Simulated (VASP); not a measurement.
Wanted: the native input for a VASP 6.6.1 run.

```yaml
Task: single point
Functional: PBE
Potentials_or_basis: VASP PAW PBE potentials, release 64 (Hf_pv, N)
Cutoff: 520 eV
k_mesh: 16 × 16 × 16
Occupations: gaussian, width 0.15 eV
Spin: no spin polarisation
Dipole_correction: no
Further_INCAR_settings: ALGO = Normal; EDIFF = 1e-06; NBANDS = 14
```

The structure of HfN lies in POSCAR:

```
HfN
1.0
    0.0000000000      2.2738140414      2.2738140414
    2.2738140414      0.0000000000      2.2738140414
    2.2738140414      2.2738140414      0.0000000000
Hf N
1 1
Direct
   -0.0006695498      0.0026781992      0.0006695498
    0.5085319202      0.4658723191      0.4914680798
```

This cell differs from its parent crystal: mode 4 frozen in at -0.097 Å and mode 6 at -0.058 Å (largest displacements).

The input as run:

INCAR

```
ALGO = Normal
EDIFF = 1E-6
ENCUT = 520
GGA = PE
ISIF = 2
ISMEAR = 0
LASPH = True
LCHARG = False
LREAL = False
LWAVE = False
NBANDS = 14
NELM = 60
PREC = Accurate
SIGMA = 0.15
```

KPOINTS

```
k-points
0
Gamma
  16 16 16
```

Potentials or basis: VASP PAW PBE potentials, release 64 (Hf_pv, N).

The run is started by

```console
$ cat potpaw_PBE.64/Hf_pv/POTCAR potpaw_PBE.64/N/POTCAR > POTCAR
$ mpirun -np 1 vasp_std > vasp.out
```

Results of the run:

```
Pressure      : -0.4 GPa
Largest force : 1.329 eV/Å
```

Caveat: the cell differs from its parent crystal (mode 4 frozen in at -0.097 Å and mode 6 at -0.058 Å (largest displacements)); forces of over 1 eV/Å act on the atoms, so gaps and moduli don't describe the material at rest.

It took 3 min on 1 thread of Intel Xeon 6975P-C, with other jobs on the host, peak memory 0.46 GiB.
